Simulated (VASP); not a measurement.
Set up this calculation in VASP 6.6.1, as the native input.

* Task: single point
* Functional: PBEsol
* Potentials or basis: VASP PAW PBE potentials, release 64 (Mo_sv, S)
* Cutoff: 520 eV
* k mesh: 12 × 12 × 1
* Occupations: gaussian, width 0.01 eV
* Spin: no spin polarisation
* Dipole correction: yes
* Further INCAR settings: ALGO = Normal; EDIFF = 1e-06; NBANDS = 28

The structure of MoS lies in POSCAR:

```
MoS
1.0
    3.1204068979      0.0000000000      0.0000000000
   -1.5602034489      2.7023516437      0.0000000000
    0.0000000000      0.0000000000     21.0860250635
Mo S
2 2
Direct
    0.6666666667      0.3333333333      0.3556858145
    0.3333333333      0.6666666667      0.6443141855
    0.3333333333      0.6666666667      0.4316152661
    0.6666666667      0.3333333333      0.5683847339
```

The input as run:

INCAR

```
PREC = Accurate ; ENCUT = 520
EDIFF = 1E-6 ; ISMEAR = 0
SIGMA = 0.01 ; LREAL = False
LASPH = True ; NELM = 100
ALGO = Normal ; ISIF = 2
LWAVE = False ; LCHARG = False
LDIPOL = True ; IDIPOL = 3
DIPOL = 0.5 0.5 0.500 ; GGA = PS
NBANDS = 28
```

KPOINTS

```
regular mesh
0
Gamma
  12 12 1
```

Potentials or basis: VASP PAW PBE potentials, release 64 (Mo_sv, S).

Launch:

```bash
$ cat potpaw_PBE.64/Mo_sv/POTCAR potpaw_PBE.64/S/POTCAR > POTCAR
$ mpirun -np 1 vasp_std > vasp.out
```

Results of the run:

```
Largest force          : 1.781 eV/Å
Band gap on the k mesh : zero (band 20 reaches 0.95 eV, above the bottom of band 21 at 0.79 eV)
```

Caveat: the PAW data sets were made with another functional, which shifts forces and pressure a little.

Wall time 2.3 min on 1 thread of Intel Xeon 6975P-C, on a shared host, peak memory 0.32 GiB.
